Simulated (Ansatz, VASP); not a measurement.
**CdS in VASP and in Ansatz**

```
Cd S
1.0
     0.00000    3.14280    3.02640
     3.14280    0.00000    3.02640
     3.14280    3.14280    0.00000
Cd S
1 1
Direct
  0.00000 0.00000 0.00000
  0.75000 0.75000 0.75000
```

Change from the starting cell: strain +0.080 along x and y, +0.040 along z, atoms carried along.

Alike in both runs: task single point; functional r2SCAN; k mesh 8 × 8 × 8; occupations gaussian, width 0.05 eV; no spin polarisation.

|  | VASP | Ansatz |
| --- | --- | --- |
| version | VASP 6.6.1 | Ansatz 0.2.0 |
| potentials or method | VASP PAW PBE potentials, release 64 (Cd, S), cutoff 520 eV | scalar-relativistic, plane waves, PAW |
| valence electrons in the cell | 18 | 26 |

```csv
,VASP,Ansatz,Ansatz less VASP
gap on the k mesh at the Fermi level (eV),1.08,1.08,+0.008
least direct gap on the mesh (eV),1.08,1.08,+0.008
pressure (GPa),-6.7,-6.9,-0.14
"traceless stress, the component that is largest in VASP (GPa)",0.60,0.60,+0.004
```

VASP's potentials were made for PBE, not for r2SCAN. VASP's potentials hold 18 valence electrons a cell and Ansatz's 26, so a difference there can come from the potentials and not from the codes.
